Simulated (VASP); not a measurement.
# Ba3Mg (Pm-3m) in VASP: a series of runs

Runs on Ba3Mg. Level: PBE. Tasks: single point, relaxation of cell and atoms.

All numbers are computed with VASP 6.6.1; they aren't measurements. Logs are shortened: lines on timing, memory, paths and dates and some standing lists are left out, and cuts for length are marked.

## Step 1: The cell of the first run

The structure is cubic, space group Pm-3m (No. 221). Conventional cell: a = 5.865 Å, b = 5.865 Å, c = 5.865 Å, α = 90.00°, β = 90.00°, γ = 90.00°. Within 5.4 Å of Ba (site symmetry 4/mmm) lie 8 Ba at 4.15 Å and 4 Mg at 4.15 Å. Mg (site symmetry m-3m) has 12 Ba at 4.15 Å within 5.4 Å.

## Step 2: Single point, PBE

Contents of INCAR:

```
PREC     = Accurate       # precision mode
ENCUT    = 520            # plane-wave cutoff, eV
EDIFF    = 1E-6           # SCF threshold, eV
ISMEAR   = 0              # smearing method
SIGMA    = 0.1            # smearing width, eV
LREAL    = F              # projectors in reciprocal space
LASPH    = T              # aspherical terms in the spheres
NELM     = 60             # most SCF steps
ALGO     = Fast           # electronic algorithm
ISIF     = 2              # what is computed and relaxed
LWAVE    = F              # write WAVECAR
LCHARG   = T              # write CHGCAR
GGA      = PE             # functional
LELF     = T              # ELF
LVHAR    = T            
NBANDS   = 24             # bands
```

Contents of KPOINTS:

```
regular mesh
0
Gamma
  8 8 8
```

Contents of POSCAR:

```
Ba3Mg
1.0
    5.8645910047      0.0000000000      0.0000000000
    0.0000000000      5.8645910047      0.0000000000
    0.0000000000      0.0000000000      5.8645910047
Ba Mg
3 1
Direct
    0.0000000000      0.5000000000      0.5000000000
    0.5000000000      0.0000000000      0.5000000000
    0.5000000000      0.5000000000      0.0000000000
    0.0000000000      0.0000000000      0.0000000000
```

Potentials or basis: VASP PAW PBE potentials, release 64 (Ba_sv, Mg).

Command:

```console
> cat potpaw_PBE.64/Ba_sv/POTCAR potpaw_PBE.64/Mg/POTCAR > POTCAR
> mpirun -np 1 vasp_std > vasp.out
```

OUTCAR:

```text
PREC = Accurate
   ENCUT = 520
   EDIFF = 1E-6
   ISMEAR = 0
   LREAL = F
   LASPH = T
   NELM = 60
   ISIF = 2
   GGA = PE

 ion  position               nearest neighbor table
   1  0.000  0.500  0.500-   2 4.15   3 4.15   4 4.15   3 4.15   4 4.15   2 4.15   4 4.15   4 4.15
                             2 4.15   3 4.15   3 4.15   2 4.15
   2  0.500  0.000  0.500-   1 4.15   3 4.15   4 4.15   3 4.15   4 4.15   1 4.15   3 4.15   3 4.15
                             1 4.15   4 4.15   4 4.15   1 4.15
   3  0.500  0.500  0.000-   1 4.15   2 4.15   4 4.15   1 4.15   2 4.15   2 4.15   4 4.15   2 4.15
                             1 4.15   4 4.15   1 4.15   4 4.15
   4  0.000  0.000  0.000-   1 4.15   2 4.15   3 4.15   1 4.15   2 4.15   1 4.15   3 4.15   1 4.15
                             2 4.15   3 4.15   2 4.15   3 4.15

  LATTYP: Found a simple cubic cell.
 ALAT       =     5.8645910047

  Lattice vectors:

 A1 = (   5.8645910047,   0.0000000000,   0.0000000000)
 A2 = (   0.0000000000,   5.8645910047,   0.0000000000)
 A3 = (   0.0000000000,   0.0000000000,   5.8645910047)

Analysis of symmetry for initial positions (statically):
=====================================================================
 Subroutine PRICEL returns:
 Original cell was already a primitive cell.

 Routine SETGRP: Setting up the symmetry group for a
 simple cubic supercell.

 Subroutine GETGRP returns: Found 48 space group operations
 (whereof 48 operations were pure point group operations)
 out of a pool of 48 trial point group operations.

The static configuration has the point symmetry O_h .

Analysis of symmetry for dynamics (positions and initial velocities):
=====================================================================
 Subroutine PRICEL returns:
 Original cell was already a primitive cell.

 Routine SETGRP: Setting up the symmetry group for a
 simple cubic supercell.

 Subroutine GETGRP returns: Found 48 space group operations
 (whereof 48 operations were pure point group operations)
 out of a pool of 48 trial point group operations.

The dynamic configuration has the point symmetry O_h .

 Subroutine INISYM returns: Found 48 space group operations
 (whereof 48 operations are pure point group operations),
 and found     1 'primitive' translations

----------------------------------------------------------------------------------------

                                     Primitive cell

  volume of cell :     201.7034

  direct lattice vectors                    reciprocal lattice vectors
     5.864591005  0.000000000  0.000000000     0.170514875  0.000000000  0.000000000
     0.000000000  5.864591005  0.000000000     0.000000000  0.170514875  0.000000000
     0.000000000  0.000000000  5.864591005     0.000000000  0.000000000  0.170514875

  length of vectors
     5.864591005  5.864591005  5.864591005     0.170514875  0.170514875  0.170514875

  position of ions in fractional coordinates (direct lattice)
     0.000000000  0.500000000  0.500000000
     0.500000000  0.000000000  0.500000000
     0.500000000  0.500000000  0.000000000
     0.000000000  0.000000000  0.000000000

  ion indices of the primitive-cell ions
   primitive index   ion index
                 1           1
                 2           2
                 3           3
                 4           4

----------------------------------------------------------------------------------------

 KPOINTS: regular mesh

Automatic generation of k-mesh.
 Grid dimensions read from file:
 generate k-points for:    8    8    8

 Generating k-lattice:

  Cartesian coordinates                     Fractional coordinates (reciprocal lattice)
     0.021314359  0.000000000  0.000000000     0.125000000  0.000000000  0.000000000
     0.000000000  0.021314359  0.000000000     0.000000000  0.125000000  0.000000000
     0.000000000  0.000000000  0.021314359     0.000000000  0.000000000  0.125000000

  Length of vectors
     0.021314359  0.021314359  0.021314359

  Shift w.r.t. Gamma in fractional coordinates (k-lattice)
     0.000000000  0.000000000  0.000000000

 Subroutine IBZKPT returns following result:
 ===========================================

 Found     35 irreducible k-points:

 Following reciprocal coordinates:
            Coordinates               Weight
  0.000000  0.000000  0.000000      1.000000
  0.125000  0.000000  0.000000      6.000000
  0.250000  0.000000  0.000000      6.000000
  0.375000  0.000000  0.000000      6.000000
  0.500000  0.000000  0.000000      3.000000
  0.125000  0.125000  0.000000     12.000000
[... 16 lines left out ...]
  0.375000  0.375000  0.125000     24.000000
  0.500000  0.375000  0.125000     24.000000
 [... further k-points ...]
   k-points           NKPTS =     35   k-points in BZ     NKDIM =     35   number of bands    NBANDS=     24
   number of dos      NEDOS =    301   number of ions     NIONS =      4
   total plane-waves  NPLWV = 110592
   dimension x,y,z NGX =    48 NGY =   48 NGZ =   48
   dimension x,y,z NGXF=    96 NGYF=   96 NGZF=   96
   ions per type =               3   1
   NGX,Y,Z   is equivalent  to a cutoff of  13.61, 13.61, 13.61 a.u.
   NGXF,Y,Z  is equivalent  to a cutoff of  27.21, 27.21, 27.21 a.u.
 SYSTEM =  unknown system
   PREC   = accura    normal or accurate (medium, high low for compatibility)
   ISTART =      0    job   : 0-new  1-cont  2-samecut
   ICHARG =      2    charge: 1-file 2-atom 10-const
   ISPIN  =      1    spin polarized calculation?
   LNONCOLLINEAR =      F non collinear calculations
   LSORBIT =      F    spin-orbit coupling
   LASPH  =      T    aspherical Exc in radial PAW
   ENCUT  =  520.0 eV  38.22 Ry    6.18 a.u.  10.90 10.90 10.90*2*pi/ulx,y,z
   NELM   =     60;   NELMIN=  2; NELMDL= -5     # of ELM steps
   EDIFF  = 0.1E-05   stopping-criterion for ELM
   LREAL  =      F    real-space projection
   EDIFFG = 0.1E-04   stopping-criterion for IOM
   NSW    =      0    number of steps for IOM
   IBRION =     -1    ionic relax: 0-MD 1-quasi-New 2-CG
   NFREE  =      0    steps in history (QN), initial steepest desc. (CG)
   ISIF   =      2    stress and relaxation
   ISYM   =      2    0-nonsym 1-usesym 2-fastsym
   POTIM  = 0.5000    time-step for ionic-motion
   TEBEG  =    0.0;   TEEND  =   0.0 temperature during run
   PSTRESS=    0.0 pullay stress
   NELECT =      32.0000    total number of electrons
   NUPDOWN=      -1.0000    fix difference up-down
   EMIN   =  10.00;   EMAX   =-10.00  energy-range for DOS
   EFERMI =   0.00;   METHOD = LEGACY
   ISMEAR =     0;   SIGMA  =   0.10  broadening in eV -4-tet -1-fermi 0-gaus
   EFERMI_NEDOS =   21; number of points for ismear=-14 and -15
   IALGO  =     68    algorithm
   IMIX   =      4    mixing-type and parameters
     AMIX     =   0.40;   BMIX     =  1.00
     AMIX_MAG =   1.60;   BMIX_MAG =  1.00
  volume/ion in A,a.u.               =      50.43       340.29
  Fermi-wavevector in a.u.,A,eV,Ry     =   0.886245  1.674760 10.686425  0.785430
  Thomas-Fermi vector in A             =   2.007385
   LORBIT       =      0    0 simple, 1 ext, 2 COOP (PROOUT), +10 PAW based schemes
   GGA     = PE    functional components
   LHFCALC =     F    Hartree Fock is set to
   AEXX    =    0.0000 exact exchange contribution
   IVDW    =     0    specifies the selected vdW correction
   LEPSILON=     F    determine dielectric tensor
   LRPA    =     F    only Hartree local field effects (RPA)
 non-spin polarized calculation
 RMM-DIIS sequential band-by-band and
 Gauss-broadening in eV      SIGMA  =   0.10
  energy-cutoff  :      520.00
  volume of cell :      201.70
 maximum number of plane-waves:      5520
 NGX is ok and might be reduce to    48
   NGX = 21   NGY = 21   NGZ = 21

 number of electron      32.0000000 magnetization

 Free energy of the ion-electron system (eV)
  ---------------------------------------------------
  ext. energy  EPLUGINS =         0.00000000
  ---------------------------------------------------
  free energy    TOTEN  =        -6.96200742 eV

  energy without entropy =       -6.91541922  energy(sigma->0) =       -6.93871332

 E-fermi :   1.8900     XC(G=0):  -7.7134

 val. band max:        1.8872581277   @ k =   0.3750   0.2500   0.2500
 cond. band min:       1.8914603165   @ k =   0.5000   0.2500   0.0000
 fundamental gap:      0.0042021888
 Fermi energy:         1.8900233194

 k-point     1 :       0.0000    0.0000    0.0000
  band No.  band energies     occupation
      1     -26.9148      2.00000
      2     -26.8137      2.00000
      3     -26.8137      2.00000
      4     -12.3789      2.00000
      5     -12.3789      2.00000
      6     -12.3789      2.00000
[... 16 lines left out ...]
     23       4.7561      0.00000
     24       4.7563      0.00000

 k-point     2 :       0.1250    0.0000    0.0000
  band No.  band energies     occupation
      1     -26.9114      2.00000
      2     -26.8171      2.00000
      3     -26.8137      2.00000
      4     -12.3666      2.00000
      5     -12.3666      2.00000
      6     -12.3605      2.00000
[... 16 lines left out ...]
     23       4.6092      0.00000
     24       4.9339      0.00000

 k-point     3 :       0.2500    0.0000    0.0000
  band No.  band energies     occupation
      1     -26.9019      2.00000
      2     -26.8266      2.00000
      3     -26.8136      2.00000
      4     -12.3335      2.00000
      5     -12.3335      2.00000
      6     -12.3066      2.00000
[... 16 lines left out ...]
     23       4.2659      0.00000
     24       5.0731      0.00000
[... 514 lines left out ...]
 k-point    23 :       0.3750    0.3750    0.1250
  band No.  band energies     occupation
      1     -26.8667      2.00000
      2     -26.8422      2.00000
      3     -26.8325      2.00000
      4     -12.4072      2.00000
      5     -12.2762      2.00000
      6     -12.1564      2.00000
[... 16 lines left out ...]
     23       4.2695      0.00000
     24       4.4846      0.00000

 k-point    24 :       0.5000    0.3750    0.1250
  band No.  band energies     occupation
      1     -26.8591      2.00000
      2     -26.8471      2.00000
      3     -26.8352      2.00000
      4     -12.4082      2.00000
      5     -12.3007      2.00000
      6     -12.1566      2.00000
[... 16 lines left out ...]
     23       4.1886      0.00000
     24       4.2680      0.00000

 [... further k-points ...]

------------------------ aborting loop because EDIFF is reached ----------------------------------------

  FORCE on cell =-STRESS in cart. coord.  units (eV):
  Direction    XX          YY          ZZ          XY          YZ          ZX
  --------------------------------------------------------------------------------------
  -------------------------------------------------------------------------------------
  Total        0.1247137      0.1247137      0.1247137      0.0000000      0.0000000      0.0000000
  in kB        0.9906301      0.9906301      0.9906301      0.0000000      0.0000000      0.0000000
  external PRESSURE =       0.9906301 kB  Pullay stress =       0.0000000 kB

 VOLUME and BASIS-vectors are now :
 -----------------------------------------------------------------------------
  energy-cutoff  :      520.00
  volume of cell :      201.70
      direct lattice vectors                 reciprocal lattice vectors
     5.864591005  0.000000000  0.000000000     0.170514875  0.000000000  0.000000000
     0.000000000  5.864591005  0.000000000     0.000000000  0.170514875  0.000000000
     0.000000000  0.000000000  5.864591005     0.000000000  0.000000000  0.170514875

 POSITION                                       TOTAL-FORCE (eV/Angst)
 -----------------------------------------------------------------------------------
      0.00000      2.93230      2.93230         0.000000      0.000000      0.000000
      2.93230      0.00000      2.93230         0.000000      0.000000      0.000000
      2.93230      2.93230      0.00000         0.000000      0.000000      0.000000
      0.00000      0.00000      0.00000         0.000000      0.000000      0.000000
 -----------------------------------------------------------------------------------
    total drift:                                0.000000     -0.000000     -0.000000

  FREE ENERGIE OF THE ION-ELECTRON SYSTEM (eV)
  ---------------------------------------------------
  free  energy   TOTEN  =        -6.9620074179 eV

  energy  without entropy=       -6.9154192184  energy(sigma->0) =       -6.93871332
```

Wall time 2.8 min (1 thread of Intel Xeon Platinum 8488C (Sapphire Rapids), shared host); peak memory 0.42 GiB.

Results:

| Item | Value |
| --- | --- |
| Free energy | -6.9620 eV |
| Pressure | 0.1 GPa |
| Band gap on the k mesh | zero (band 16 reaches 2.05 eV, above the bottom of band 17 at 1.70 eV) |

Caveat: spin-orbit coupling is left out, which moves the levels of the heavy elements.

## Step 3: Relaxation of cell and atoms, PBE

This run uses another cell than the first one, of 50.03 Å³/atom, 0.992 times its volume.

Contents of INCAR:

```
SYSTEM = Ba3Mg
PREC     = Accurate       ! precision mode
ENCUT    = 600            ! plane-wave cutoff, eV
EDIFF    = 1E-7           ! SCF threshold, eV
ISMEAR   = 0              ! smearing method
SIGMA    = 0.1            ! smearing width, eV
LREAL    = .False.        ! projectors in reciprocal space
LASPH    = .True.         ! aspherical terms in the spheres
NELM     = 60             ! most SCF steps
ALGO     = Fast           ! electronic algorithm
ISIF     = 3              ! what is computed and relaxed
LWAVE    = .False.        ! write WAVECAR
LCHARG   = .False.        ! write CHGCAR
GGA      = PE             ! functional
IBRION   = 2              ! ionic algorithm
NSW      = 100            ! ionic steps
EDIFFG   = -0.01          ! ionic threshold
```

Contents of KPOINTS:

```
Automatic mesh
0
Gamma
  8 8 8
  0 0 0
```

Contents of POSCAR:

```
Ba3Mg
1.0
    5.8490195122      0.0000000000      0.0000000000
    0.0000000000      5.8490195122      0.0000000000
    0.0000000000      0.0000000000      5.8490195122
Ba Mg
3 1
Direct
    0.0000000000      0.5000000000      0.5000000000
    0.5000000000      0.0000000000      0.5000000000
    0.5000000000      0.5000000000      0.0000000000
    0.0000000000      0.0000000000      0.0000000000
```

Potentials or basis: VASP PAW PBE potentials, release 64 (Ba_sv, Mg).

Command:

```console
> cat potpaw_PBE.64/Ba_sv/POTCAR potpaw_PBE.64/Mg/POTCAR > POTCAR
> mpirun -np 1 vasp_std > vasp.out
```

Run time: 6 min. Hardware: 1 thread of Intel Xeon Platinum 8488C (Sapphire Rapids), shared host; peak memory 0.45 GiB.

Results (log left out):

```
Free energy                            : -6.9628 eV
Relaxed volume                         : 50.80 Å³/atom
Relaxed cell                           : a = 5.879 Å, b = 5.879 Å, c = 5.879 Å, α = 90.00°, β = 90.00°, γ = 90.00°
Space group after relaxing (to 0.05 Å) : Pm-3m (No. 221)
Energy gained by relaxing              : 0.5 meV/atom
Ionic steps                            : 3
Pressure after relaxing                : 0.0 GPa
Band gap on the k mesh                 : zero (band 16 reaches 2.03 eV, above the bottom of band 17 at 1.68 eV)
```

Step by step:
```
step  energy change (eV)  largest force (eV/Å)  pressure (GPa)  volume (Å³)
   1              0.0000                0.0000            0.18       200.10
   2             -0.0014                0.0000            0.09       201.76
   3             -0.0020                0.0000            0.02       203.21
```

Final structure:
```
Ba Mg
1.0
     5.87911    0.00000    0.00000
     0.00000    5.87911    0.00000
     0.00000    0.00000    5.87911
Ba Mg
3 1
Direct
  0.00000 0.50000 0.50000
  0.50000 0.00000 0.50000
  0.50000 0.50000 0.00000
  0.00000 0.00000 0.00000
```

Levels at points of the mesh, in eV from the Fermi level:
| k point | band 13 | band 14 | band 15 | band 16 | band 17 | band 18 | band 19 | band 20 |
| --- | --- | --- | --- | --- | --- | --- | --- | --- |
| (0.00, 0.00, 0.00) | -3.56 | -1.53 | -0.24 | -0.24 | 0.11 | 0.11 | 0.11 | 1.46 |
| (0.50, 0.00, 0.00) | -2.57 | -1.77 | -0.48 | 0.16 | 0.16 | 0.49 | 0.86 | 1.57 |
| (0.50, 0.50, 0.00) | -2.19 | -0.90 | -0.90 | -0.13 | 0.05 | 0.81 | 0.81 | 0.94 |
| (0.50, 0.50, 0.50) | -2.59 | -0.59 | -0.59 | -0.59 | 0.51 | 0.51 | 0.51 | 1.77 |

Caveat: spin-orbit coupling is left out, which moves the levels of the heavy elements.
